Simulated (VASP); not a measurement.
# TaN (P2_1) in VASP: notebook

The runs below take TaN through single point, with PBE.

Program: VASP 6.6.1. These are calculated values, not measurements. Logs are shortened: lines on timing, memory, paths and dates and some standing lists are left out, and cuts for length are marked.

### Step 1. The cell of the first run

It takes space group P2_1 (No. 4, monoclinic). Conventional cell: a = 2.917 Å, b = 5.914 Å, c = 2.917 Å, α = 90.00°, β = 120.00°, γ = 90.00°. Ta (site symmetry 1) has 6 N at 2.09 to 2.40 Å within 2.8 Å. N (site symmetry 1) has 6 Ta at 2.09 to 2.40 Å within 2.8 Å.

### Step 2. Single point, PBE (atoms displaced along several vibrational modes)

Input file INCAR:

```
  ALGO = Fast
  EDIFF = 1E-7
  ENCUT = 520
  GGA = PE
  ISIF = 2
  ISMEAR = 0
  LASPH = True
  LCHARG = False
  LREAL = False
  LWAVE = False
  NBANDS = 24
  NELM = 80
  PREC = Accurate
  SIGMA = 0.15
```

Input file KPOINTS:

```
k-points
0
Gamma
  15 15 8
```

Input file POSCAR:

```
TaN
1.0
    2.9168996769      0.0000000000      0.0000000000
   -1.4584498385      2.5261092205      0.0000000000
    0.0000000000      0.0000000000      5.9142266377
Ta N
2 2
Direct
   -0.0811143908     -0.0593798553      0.0000000000
    0.0811143908      0.0593798553      0.5000000000
    0.3333333333      0.6666666667      0.2500000000
    0.6666666667      0.3333333333      0.7500000000
```

Potentials or basis: VASP PAW PBE potentials, release 64 (Ta_pv, N).

Started as:

```
$ cat potpaw_PBE.64/Ta_pv/POTCAR potpaw_PBE.64/N/POTCAR > POTCAR
$ mpirun -np 1 vasp_std > vasp.out
```

OUTCAR:

```text
EDIFF = 1E-7
   ENCUT = 520
   GGA = PE
   ISIF = 2
   ISMEAR = 0
   LASPH = True
   LREAL = False
   NELM = 80
   PREC = Accurate

 ion  position               nearest neighbor table
   1  0.919  0.941  0.000-   3 2.09   4 2.14   4 2.21   3 2.29   3 2.36   4 2.40   2 2.99   2 2.99

   2  0.081  0.059  0.500-   4 2.09   3 2.14   3 2.21   4 2.29   4 2.36   3 2.40   1 2.99   1 2.99

   3  0.333  0.667  0.250-   1 2.09   2 2.14   2 2.21   1 2.29   1 2.36   2 2.40
   4  0.667  0.333  0.750-   2 2.09   1 2.14   1 2.21   2 2.29   2 2.36   1 2.40

  LATTYP: Found a hexagonal cell.
 ALAT       =     2.9168996769
 C/A-ratio  =     2.0275728660

  Lattice vectors:

 A1 = (   2.9168996769,   0.0000000000,   0.0000000000)
 A2 = (  -1.4584498385,   2.5261092205,   0.0000000000)
 A3 = (   0.0000000000,   0.0000000000,   5.9142266377)

Analysis of symmetry for initial positions (statically):
=====================================================================
 Subroutine PRICEL returns:
 Original cell was already a primitive cell.

 Routine SETGRP: Setting up the symmetry group for a
 hexagonal supercell.

 Subroutine GETGRP returns: Found  2 space group operations
 (whereof  1 operations were pure point group operations)
 out of a pool of 24 trial point group operations.

The static configuration has the point symmetry C_1 .
 The point group associated with its full space group is C_2 .

Analysis of symmetry for dynamics (positions and initial velocities):
=====================================================================
 Subroutine PRICEL returns:
 Original cell was already a primitive cell.

 Routine SETGRP: Setting up the symmetry group for a
 hexagonal supercell.

 Subroutine GETGRP returns: Found  2 space group operations
 (whereof  1 operations were pure point group operations)
 out of a pool of 24 trial point group operations.

The dynamic configuration has the point symmetry C_1 .
 The point group associated with its full space group is C_2 .

 Subroutine INISYM returns: Found  2 space group operations
 (whereof  1 operations are pure point group operations),
 and found     1 'primitive' translations

----------------------------------------------------------------------------------------

                                     Primitive cell

  volume of cell :      43.5784

  direct lattice vectors                    reciprocal lattice vectors
     2.916899677  0.000000000  0.000000000     0.342829754  0.197932851  0.000000000
    -1.458449838  2.526109220  0.000000000     0.000000000  0.395865702  0.000000000
     0.000000000  0.000000000  5.914226638     0.000000000  0.000000000  0.169083815

  length of vectors
     2.916899677  2.916899677  5.914226638     0.395865702  0.395865702  0.169083815

  position of ions in fractional coordinates (direct lattice)
     0.918885609  0.940620145  0.000000000
     0.081114391  0.059379855  0.500000000
     0.333333333  0.666666667  0.250000000
     0.666666667  0.333333333  0.750000000

  ion indices of the primitive-cell ions
   primitive index   ion index
                 1           1
                 2           2
                 3           3
                 4           4

----------------------------------------------------------------------------------------

 KPOINTS: k-points

Automatic generation of k-mesh.
 Grid dimensions read from file:
 generate k-points for:   15   15    8

 Generating k-lattice:

  Cartesian coordinates                     Fractional coordinates (reciprocal lattice)
     0.022855317  0.013195523  0.000000000     0.066666667  0.000000000  0.000000000
     0.000000000  0.026391047  0.000000000     0.000000000  0.066666667  0.000000000
     0.000000000  0.000000000  0.021135477     0.000000000  0.000000000  0.125000000

  Length of vectors
     0.026391047  0.026391047  0.021135477

  Shift w.r.t. Gamma in fractional coordinates (k-lattice)
     0.000000000  0.000000000  0.000000000

 Subroutine IBZKPT returns following result:
 ===========================================

 Found    565 irreducible k-points:

 Following reciprocal coordinates:
            Coordinates               Weight
  0.000000  0.000000  0.000000      1.000000
  0.066667 -0.000000  0.000000      2.000000
  0.000000  0.066667  0.000000      2.000000
 -0.066667  0.066667  0.000000      2.000000
  0.133333 -0.000000  0.000000      2.000000
  0.000000  0.133333  0.000000      2.000000
[... 16 lines left out ...]
  0.066667  0.066667  0.000000      2.000000
 -0.066667  0.133333  0.000000      2.000000
 [... further k-points ...]
   k-points           NKPTS =    565   k-points in BZ     NKDIM =    565   number of bands    NBANDS=     24
   number of dos      NEDOS =    301   number of ions     NIONS =      4
   total plane-waves  NPLWV =  27648
   dimension x,y,z NGX =    24 NGY =   24 NGZ =   48
   dimension x,y,z NGXF=    48 NGYF=   48 NGZF=   96
   ions per type =               2   2
   NGX,Y,Z   is equivalent  to a cutoff of  13.68, 13.68, 13.49 a.u.
   NGXF,Y,Z  is equivalent  to a cutoff of  27.36, 27.36, 26.99 a.u.
 SYSTEM =  unknown system
   PREC   = accura    normal or accurate (medium, high low for compatibility)
   ISTART =      0    job   : 0-new  1-cont  2-samecut
   ICHARG =      2    charge: 1-file 2-atom 10-const
   ISPIN  =      1    spin polarized calculation?
   LNONCOLLINEAR =      F non collinear calculations
   LSORBIT =      F    spin-orbit coupling
   LASPH  =      T    aspherical Exc in radial PAW
   ENCUT  =  520.0 eV  38.22 Ry    6.18 a.u.   5.42  5.42 11.00*2*pi/ulx,y,z
   NELM   =     80;   NELMIN=  2; NELMDL= -5     # of ELM steps
   EDIFF  = 0.1E-06   stopping-criterion for ELM
   LREAL  =      F    real-space projection
   EDIFFG = 0.1E-05   stopping-criterion for IOM
   NSW    =      0    number of steps for IOM
   IBRION =     -1    ionic relax: 0-MD 1-quasi-New 2-CG
   NFREE  =      0    steps in history (QN), initial steepest desc. (CG)
   ISIF   =      2    stress and relaxation
   ISYM   =      2    0-nonsym 1-usesym 2-fastsym
   POTIM  = 0.5000    time-step for ionic-motion
   TEBEG  =    0.0;   TEEND  =   0.0 temperature during run
   PSTRESS=    0.0 pullay stress
   NELECT =      32.0000    total number of electrons
   NUPDOWN=      -1.0000    fix difference up-down
   EMIN   =  10.00;   EMAX   =-10.00  energy-range for DOS
   EFERMI =   0.00;   METHOD = LEGACY
   ISMEAR =     0;   SIGMA  =   0.15  broadening in eV -4-tet -1-fermi 0-gaus
   EFERMI_NEDOS =   21; number of points for ismear=-14 and -15
   IALGO  =     68    algorithm
   IMIX   =      4    mixing-type and parameters
     AMIX     =   0.40;   BMIX     =  1.00
     AMIX_MAG =   1.60;   BMIX_MAG =  1.00
  volume/ion in A,a.u.               =      10.89        73.52
  Fermi-wavevector in a.u.,A,eV,Ry     =   1.476956  2.791043 29.679746  2.181400
  Thomas-Fermi vector in A             =   2.591419
   LORBIT       =      0    0 simple, 1 ext, 2 COOP (PROOUT), +10 PAW based schemes
   GGA     = PE    functional components
   LHFCALC =     F    Hartree Fock is set to
   AEXX    =    0.0000 exact exchange contribution
   IVDW    =     0    specifies the selected vdW correction
   LEPSILON=     F    determine dielectric tensor
   LRPA    =     F    only Hartree local field effects (RPA)
 non-spin polarized calculation
 RMM-DIIS sequential band-by-band and
 Gauss-broadening in eV      SIGMA  =   0.15
  energy-cutoff  :      520.00
  volume of cell :       43.58
 maximum number of plane-waves:      1221
 NGX is ok and might be reduce to    24
   NGX = 11   NGY = 11   NGZ = 21

 number of electron      32.0000004 magnetization

 Free energy of the ion-electron system (eV)
  ---------------------------------------------------
  ext. energy  EPLUGINS =         0.00000000
  ---------------------------------------------------
  free energy    TOTEN  =       -43.45568124 eV

  energy without entropy =      -43.43913129  energy(sigma->0) =      -43.44740626

 E-fermi :   8.2066     XC(G=0): -13.2728

 val. band max:        8.2054380220   @ k =  -0.1333   0.2000  -0.3750
 cond. band min:       8.2100742838   @ k =   0.0667   0.0667   0.1250
 fundamental gap:      0.0046362618
 Fermi energy:         8.2066461217

 k-point     1 :       0.0000    0.0000    0.0000
  band No.  band energies     occupation
      1     -27.4049      2.00000
      2     -26.7032      2.00000
      3     -26.4120      2.00000
      4     -26.3985      2.00000
      5     -26.3764      2.00000
      6     -26.3474      2.00000
[... 16 lines left out ...]
     23      12.5690      0.00000
     24      13.9344      0.00000

 k-point     2 :       0.0667   -0.0000    0.0000
  band No.  band energies     occupation
      1     -27.3929      2.00000
      2     -26.6973      2.00000
      3     -26.4631      2.00000
      4     -26.4212      2.00000
      5     -26.4102      2.00000
      6     -26.3585      2.00000
[... 16 lines left out ...]
     23      12.5044      0.00000
     24      13.7945      0.00000

 k-point     3 :       0.0000    0.0667    0.0000
  band No.  band energies     occupation
      1     -27.3931      2.00000
      2     -26.6970      2.00000
      3     -26.4577      2.00000
      4     -26.4156      2.00000
      5     -26.4127      2.00000
      6     -26.3672      2.00000
[... 16 lines left out ...]
     23      12.5731      0.00000
     24      13.8010      0.00000

 k-point     4 :      -0.0667    0.0667    0.0000
  band No.  band energies     occupation
      1     -27.3933      2.00000
      2     -26.6967      2.00000
      3     -26.4516      2.00000
      4     -26.4213      2.00000
      5     -26.3994      2.00000
      6     -26.3812      2.00000
[... 16 lines left out ...]
     23      12.5675      0.00000
     24      13.8271      0.00000

 k-point     5 :       0.1333   -0.0000    0.0000
  band No.  band energies     occupation
      1     -27.3587      2.00000
      2     -26.6811      2.00000
      3     -26.6055      2.00000
      4     -26.5496      2.00000
      5     -26.4414      2.00000
      6     -26.3873      2.00000
[... 451 lines left out ...]
 k-point    22 :      -0.4667    0.4667    0.0000
  band No.  band energies     occupation
      1     -27.4805      2.00000
      2     -27.3464      2.00000
      3     -27.1278      2.00000
      4     -26.6541      2.00000
      5     -26.6079      2.00000
      6     -26.5513      2.00000
[... 16 lines left out ...]
     23      14.6063      0.00000
     24      15.1369      0.00000

 k-point    23 :       0.0667    0.0667    0.0000
  band No.  band energies     occupation
      1     -27.3697      2.00000
      2     -26.6862      2.00000
      3     -26.5585      2.00000
      4     -26.5059      2.00000
      5     -26.4330      2.00000
      6     -26.3805      2.00000
[... 16 lines left out ...]
     23      12.5197      0.00000
     24      13.6571      0.00000

 k-point    24 :      -0.0667    0.1333    0.0000
  band No.  band energies     occupation
      1     -27.3710      2.00000
      2     -26.6845      2.00000
      3     -26.5458      2.00000
      4     -26.4841      2.00000
      5     -26.4449      2.00000
      6     -26.4045      2.00000
[... 16 lines left out ...]
     23      12.7511      0.00000
     24      13.6387      0.00000

 [... further k-points ...]
[... 5 lines left out ...]
  --------------------------------------------------------------------------------------
  -------------------------------------------------------------------------------------
  Total        1.5128057      1.5154780      3.0224155      0.5215016      0.0000000      0.0000000
  in kB       55.6188694     55.7171159    111.1202396     19.1732016      0.0000000      0.0000000
  external PRESSURE =      74.1520750 kB  Pullay stress =       0.0000000 kB

 VOLUME and BASIS-vectors are now :
 -----------------------------------------------------------------------------
  energy-cutoff  :      520.00
  volume of cell :       43.58
      direct lattice vectors                 reciprocal lattice vectors
     2.916899677  0.000000000  0.000000000     0.342829754  0.197932851  0.000000000
    -1.458449838  2.526109220  0.000000000     0.000000000  0.395865702  0.000000000
     0.000000000  0.000000000  5.914226638     0.000000000  0.000000000  0.169083815

 POSITION                                       TOTAL-FORCE (eV/Angst)
 -----------------------------------------------------------------------------------
      1.30845      2.37611      0.00000         1.820710      1.820084     -0.062548
      0.15000      0.15000      2.95711        -1.820710     -1.820084     -0.062548
     -0.00000      1.68407      1.47856        -0.247044     -0.001620      0.062548
      1.45845      0.84204      4.43567         0.247044      0.001620      0.062548
 -----------------------------------------------------------------------------------
    total drift:                                0.000000     -0.000000     -0.000007

  FREE ENERGIE OF THE ION-ELECTRON SYSTEM (eV)
  ---------------------------------------------------
  free  energy   TOTEN  =       -43.4556812373 eV

  energy  without entropy=      -43.4391312925  energy(sigma->0) =      -43.44740626
```

Run time: 13 min. Hardware: 1 thread of Oxide Virtual Turin-like, shared host; peak memory 0.55 GiB.

Results:

| Property | Result |
| --- | --- |
| Free energy | -43.4557 eV |
| Pressure | 7.4 GPa |
| Largest force | 2.575 eV/Å |
| Band gap on the k mesh | zero (bands 16 and 17 overlap by 0.66 eV) |

Forces on the atoms (eV/Å):
```
Ta   1.821  1.820 -0.063
Ta  -1.821 -1.820 -0.063
N   -0.247 -0.002  0.063
N    0.247  0.002  0.063
```

Stress tensor (GPa, compression positive):
```
 5.56  1.92  0.00
 1.92  5.57  0.00
 0.00  0.00 11.11
```

Caveat: the cell differs from its parent crystal (atoms displaced along several vibrational modes); the stress differs along the axes, from 6 to 11 GPa; spin-orbit coupling is left out, which moves the levels of the heavy elements; forces of over 1 eV/Å act on the atoms, so gaps and moduli don't describe the material at rest.

(Part 1 of 2 ends here.)
